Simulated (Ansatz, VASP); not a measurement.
One calculation of MgS, two programs

POSCAR

```
MgS
1.0
    0.0000000000      2.6015179370      2.6015179370
    2.6106232498      0.0000000000      2.6015179370
    2.6106232498      2.6015179370      0.0000000000
Mg S
1 1
Direct
    0.0000000000      0.0000000000      0.0000000000
    0.5000000000      0.5000000000      0.5000000000
```

Contents of INCAR.step1:

```
ALGO = Normal
EDIFF = 1E-4
ENCUT = 520
GGA = PE
ISMEAR = 0
LASPH = T
LCHARG = F
LREAL = F
LWAVE = T
NBANDS = 11
NELM = 60
PREC = Accurate
SIGMA = 0.01
```

File INCAR.step2:

```
ALGO = Normal
EDIFF = 1E-6
ENCUT = 520
ISIF = 2
ISMEAR = 0
ISTART = 1
LASPH = T
LCHARG = F
LMIXTAU = T
LREAL = F
LWAVE = F
METAGGA = R2SCAN
NBANDS = 11
NELM = 60
PREC = Accurate
SIGMA = 0.01
```

File KPOINTS:

```
k-points
0
Gamma
  8 8 8
```

Input for Ansatz:

```yaml
crystal:
  lattice:
    - [0.0, 2.601517937, 2.601517937]
    - [2.6106232498, 0.0, 2.601517937]
    - [2.6106232498, 2.601517937, 0.0]
  atoms:
    - { symbol: Mg, position: [0.0, 0.0, 0.0] }
    - { symbol: S, position: [0.5, 0.5, 0.5] }
kpoints:
  mp_grid: { grid: [8, 8, 8] }
  band_path:
    path:
      - [0.0, 0.0, 0.0]
      - [0.5, 0.0, 0.5]
      - [0.625, 0.25, 0.625]
      - [0.375, 0.375, 0.75]
      - [0.5, 0.5, 0.5]
      - [0.5, 0.25, 0.75]
    npoints: 1
hamiltonian:
  xc: r2scan
scf:
  occupations: { method: fixed }
  n_extra_bands: 4
output:
  forces: true
  stress: true
  eigenvalues: true
```

Change from the starting cell: uniaxial_x strain +0.3%.

Alike in both runs: task single point; functional r2SCAN; k mesh 8 × 8 × 8; no spin polarisation.

|  | VASP | Ansatz |
| --- | --- | --- |
| version | VASP 6.6.1 | Ansatz 0.2.0 |
| potentials or method | VASP PAW PBE potentials, release 64 (Mg, S) | plane waves, PAW |
| plane-wave cutoff (eV) | 520 | 500 |
| occupations | gaussian, width 0.01 eV | fixed |
| valence electrons in the cell | 8 | 16 |

VASP gave:

* gap on the k mesh at the Fermi level (eV): 3.41
* pressure (GPa): -0.7
* traceless stress, the component that is largest in VASP (GPa): -0.24

Task: Which values does Ansatz return?

Result: gap on the k mesh at the Fermi level (eV): 3.44; pressure (GPa): -0.3; traceless stress, the component that is largest in VASP (GPa): -0.24.

VASP's potentials were made for PBE, not for r2SCAN. VASP's potentials hold 8 valence electrons a cell and Ansatz's 16, so a difference there can come from the potentials and not from the codes.
